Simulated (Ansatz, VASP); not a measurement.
Two plane-wave programs on MgO

```
Mg O
1.0
     0.00000    2.10401    2.10401
     2.10401    0.00000    2.10401
     2.10401    2.10401    0.00000
Mg O
1 1
Direct
  0.00000 0.00000 0.00000
  0.50000 0.50000 0.50000
```

Alike in both runs: functional PBE; dispersion D3(BJ); k mesh 10 × 10 × 10; occupations gaussian, width 0.02 eV; no spin polarisation.

Ansatz relaxed the structure, and its values are those at the end. VASP's run is a single point on that final structure, the one shown.

|  | VASP | Ansatz |
| --- | --- | --- |
| version | VASP 6.6.1 | Ansatz 0.2.0 |
| potentials or method | VASP PAW PBE potentials, release 64 (Mg, O), cutoff 520 eV | scalar-relativistic, plane waves, PAW |
| valence electrons in the cell | 8 | 16 |

|  | VASP | Ansatz | Ansatz less VASP |
| --- | --- | --- | --- |
| gap on the k mesh at the Fermi level (eV) | 4.75 | 4.77 | +0.017 |
| least direct gap on the mesh (eV) | 4.75 | 4.77 | +0.017 |
| pressure (GPa) | -0.8 | 0.0 | +0.73 |

VASP's potentials hold 8 valence electrons a cell and Ansatz's 16, so a difference there can come from the potentials and not from the codes.
